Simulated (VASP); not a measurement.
# Zn (P6_3/mmc) in VASP: notebook, part 3 of 3

VASP 6.6.1. The steps go on from the part before.

**5. Relaxation of cell and atoms, LDA**

This run uses another cell than the first one, of 15.33 Å³/atom, 0.988 times its volume.

INCAR reads:

```
ALGO = Fast
EDIFF = 1E-7
EDIFFG = -0.01
ENCUT = 600
GGA = CA
IBRION = 2
ISIF = 3
ISMEAR = -1
LASPH = True
LCHARG = False
LREAL = False
LWAVE = False
NELM = 100
NSW = 60
PREC = Accurate
SIGMA = 0.05
```

KPOINTS reads:

```
k-points
0
Gamma
  11 11 6
```

POSCAR reads:

```
Zn
1.0
    2.6700000000      0.0000000000      0.0000000000
   -1.3350000000      2.3122878281      0.0000000000
    0.0000000000      0.0000000000      4.9660000000
Zn
2
Direct
    0.6666666667      0.3333333333      0.7500000000
    0.3333333333      0.6666666667      0.2500000000
```

Potentials or basis: VASP PAW LDA potentials, release 64 (Zn).

Launch:

```console
> cat potpaw_LDA.64/Zn/POTCAR > POTCAR
> mpirun -np 1 vasp_std > vasp.out
```

OUTCAR:

```text
EDIFF = 1E-7
   EDIFFG = -0.01
   ENCUT = 600
   GGA = CA
   IBRION = 2
   ISIF = 3
   ISMEAR = -1
   LASPH = True
   LREAL = False
   NELM = 100
   NSW = 60
   PREC = Accurate

 ion  position               nearest neighbor table
   1  0.667  0.333  0.750-   2 2.92   2 2.92   2 2.92   2 2.92   2 2.92   2 2.92
   2  0.333  0.667  0.250-   1 2.92   1 2.92   1 2.92   1 2.92   1 2.92   1 2.92

  LATTYP: Found a hexagonal cell.
 ALAT       =     2.6700000000
 C/A-ratio  =     1.8599250936

  Lattice vectors:

 A1 = (   2.6700000000,   0.0000000000,   0.0000000000)
 A2 = (  -1.3350000000,   2.3122878281,   0.0000000000)
 A3 = (   0.0000000000,   0.0000000000,   4.9660000000)

Analysis of symmetry for initial positions (statically):
[... 361 lines left out ...]
 Free energy of the ion-electron system (eV)
  ---------------------------------------------------
  ext. energy  EPLUGINS =         0.00000000
  ---------------------------------------------------
  free energy    TOTEN  =        -3.76665048 eV

  energy without entropy =       -3.76446590  energy(sigma->0) =       -3.76555819

 E-fermi :   4.0059     XC(G=0): -12.5722

 val. band max:        3.9894069913   @ k =   0.4545   0.0000   0.3333
 cond. band min:       4.1440208195   @ k =   0.1818   0.1818   0.0000
 fundamental gap:      0.1546138281
 Fermi energy:         4.0058969696

 k-point     1 :       0.0000    0.0000    0.0000
  band No.  band energies     occupation
      1      -7.5927      2.00000
      2      -5.2416      2.00000
      3      -4.3133      2.00000
      4      -4.2341      2.00000
      5      -4.2341      2.00000
      6      -4.1283      2.00000
[... 433 lines left out ...]
      3      -4.4850      2.00000
      4      -4.4071      2.00000
      5      -4.2818      2.00000
      6      -4.1152      2.00000
[... 8 lines left out ...]
     15      13.5533      0.00000
     16      16.4503      0.00000

 [... further k-points ...]
[... 5 lines left out ...]
  --------------------------------------------------------------------------------------
  -------------------------------------------------------------------------------------
  Total        0.0175496      0.0175496      0.0077306      0.0000000      0.0000000      0.0000000
  in kB        1.0460418      1.0460418      0.4607789      0.0000000      0.0000000      0.0000000
  external PRESSURE =       0.8509542 kB  Pullay stress =       0.0000000 kB
[... 17 lines left out ...]
  FREE ENERGIE OF THE ION-ELECTRON SYSTEM (eV)
  ---------------------------------------------------
  free  energy   TOTEN  =        -3.7666504778 eV

  energy  without entropy=       -3.7644658989  energy(sigma->0) =       -3.76555819

 reached required accuracy - stopping structural energy minimisation
```

OSZICAR:

```text
N       E                     dE             d eps       ncg     rms          rms(c)
DAV:   1     0.102374390867E+03    0.10237E+03   -0.13940E+04  2088   0.261E+03
[... 182 lines left out ...]
DAV:   1    -0.376886911336E+01   -0.23087E-02   -0.26501E-02  2328   0.318E+00    0.330E-01
RMM:   2    -0.376696360747E+01    0.19055E-02   -0.67101E-03  2052   0.118E+00    0.121E-01
RMM:   3    -0.376675370232E+01    0.20991E-03   -0.24954E-04  2048   0.225E-01    0.683E-02
RMM:   4    -0.376665124312E+01    0.10246E-03   -0.93199E-05  2048   0.944E-02    0.966E-03
RMM:   5    -0.376665065153E+01    0.59159E-06   -0.22801E-05  2048   0.756E-02    0.589E-03
RMM:   6    -0.376665045129E+01    0.20024E-06   -0.19332E-06  2047   0.166E-02    0.838E-04
RMM:   7    -0.376665047777E+01   -0.26482E-07   -0.26325E-07  1372   0.598E-03
  18 F= -.37666505E+01 E0= -.37655582E+01  d E =-.858682E-03
```

CONTCAR:

```text
Zn
   1.00000000000000
     2.6585625048048476    0.0000000000000001    0.0000000000000000
    -1.3292812524024238    2.3023826667054239    0.0000000000000001
    -0.0000000000000000    0.0000000000000000    4.3914186135021778
  Zn
     2
Direct
     0.6666666667000030    0.3333333332999970    0.7500000000000000
     0.3333333332999970    0.6666666667000030    0.2500000000000000

  0.00000000E+00  0.00000000E+00  0.00000000E+00
  0.00000000E+00  0.00000000E+00  0.00000000E+00
```

Run time: 2.2 min. Hardware: 1 thread of Intel Xeon 6975P-C (Granite Rapids), shared host; peak memory 0.17 GiB.

What came out:

```yaml
Free_energy: -3.7667 eV
Relaxed_volume: 13.44 Å³/atom
Relaxed_cell: a = 2.659 Å, b = 2.659 Å, c = 4.391 Å, α = 90.00°, β = 90.00°, γ = 120.00°
Space_group_after_relaxing_to_0.05_Å: P6_3/mmc (No. 194)
Energy_gained_by_relaxing: 63.1 meV/atom
Ionic_steps: 18
Pressure_after_relaxing: 0.1 GPa
Band_gap_on_the_k_mesh: zero (band 12 reaches 5.35 eV, above the bottom of band 13 at 2.39 eV)
```

Step by step:
| step | energy change (eV) | largest force (eV/Å) | pressure (GPa) | volume (Å³) |
| --- | --- | --- | --- | --- |
| 1 | 0.0000 | 0.0000 | -8.70 | 30.66 |
| 2 | -0.0953 | 0.0000 | 1.32 | 27.11 |
| 3 | -0.0970 | 0.0000 | 0.03 | 27.47 |
| 4 | -0.0970 | 0.0000 | -0.19 | 27.53 |
| 5 | -0.0997 | 0.0000 | -0.28 | 27.47 |
| 6 | -0.1057 | 0.0000 | -0.30 | 27.35 |
| 7 | -0.1132 | 0.0000 | -0.20 | 27.09 |
| 8 | -0.1133 | 0.0000 | -0.14 | 27.06 |
| 9 | -0.1133 | 0.0000 | -0.14 | 27.04 |
| 10 | -0.1139 | 0.0000 | -0.13 | 26.98 |
| 11 | -0.1169 | 0.0000 | 0.00 | 26.86 |
| 12 | -0.1244 | 0.0000 | 0.98 | 26.62 |
| 13 | -0.0994 | 0.0000 | 3.83 | 26.09 |
| 14 | -0.1248 | 0.0000 | 1.44 | 26.54 |
| 15 | -0.1250 | 0.0000 | 0.55 | 26.77 |
| 16 | -0.1254 | 0.0000 | 0.92 | 26.66 |
| 17 | -0.1262 | 0.0000 | 0.25 | 26.82 |
| 18 | -0.1263 | 0.0000 | 0.09 | 26.88 |

Final structure:
```
CELL_PARAMETERS angstrom
2.65856 0.00000 0.00000
-1.32928 2.30238 0.00000
0.00000 0.00000 4.39142
ATOMIC_POSITIONS crystal
Zn 0.66667 0.33333 0.75000
Zn 0.33333 0.66667 0.25000
```

Levels at points of the mesh, in eV from the Fermi level:
| k point | band 9 | band 10 | band 11 | band 12 | band 13 | band 14 | band 15 | band 16 |
| --- | --- | --- | --- | --- | --- | --- | --- | --- |
| (0.00, 0.00, 0.00) | -7.96 | -7.52 | -7.52 | -3.72 | -1.61 | 16.26 | 16.26 | 19.16 |
| (0.00, 0.00, 0.50) | -7.66 | -7.66 | -7.66 | -7.66 | 7.42 | 7.42 | 17.99 | 17.99 |

Caveat: the volume moved by -12 % from the deposited cell, more than functionals usually miss. LDA usually gives volumes a few per cent too small.

**6. Summary**

```tsv
task	level	potentials or basis	cell	cutoff (eV)	gap on the mesh (eV)	pressure (GPa)
single point	revPBE	VASP PAW PBE potentials, release 64 (Zn)	a = 2.722, b = 2.722, c = 4.835 Å, angles 90.0, 90.0, 120.0°, 2 atoms	520	none	0.4
single point	BLYP	VASP PAW PBE potentials, release 64 (Zn)	a = 2.622, b = 2.622, c = 6.189 Å, angles 90.0, 90.0, 120.0°, 2 atoms	520	none	0.4
single point	r2SCAN	VASP PAW PBE potentials, release 64 (Zn)	a = 2.703, b = 2.703, c = 4.464 Å, angles 90.0, 90.0, 120.0°, 2 atoms	520	none	0.4
relaxation of cell and atoms	LDA	VASP PAW LDA potentials, release 64 (Zn)	relaxed from a = 2.670, b = 2.670, c = 4.966 Å, angles 90.0, 90.0, 120.0°, 2 atoms	600	none	0.1
```

Alike in all rows: no spin polarisation; k mesh 11 × 11 × 6; smearing fermi-dirac 0.05 eV.

Caveats: the PAW data sets were made with another functional, which shifts forces and pressure a little (some runs); the volume moved by -12 % from the deposited cell, more than functionals usually miss (some runs).

Total energies depend on the potentials used, so only differences within one code and one set of settings carry meaning.
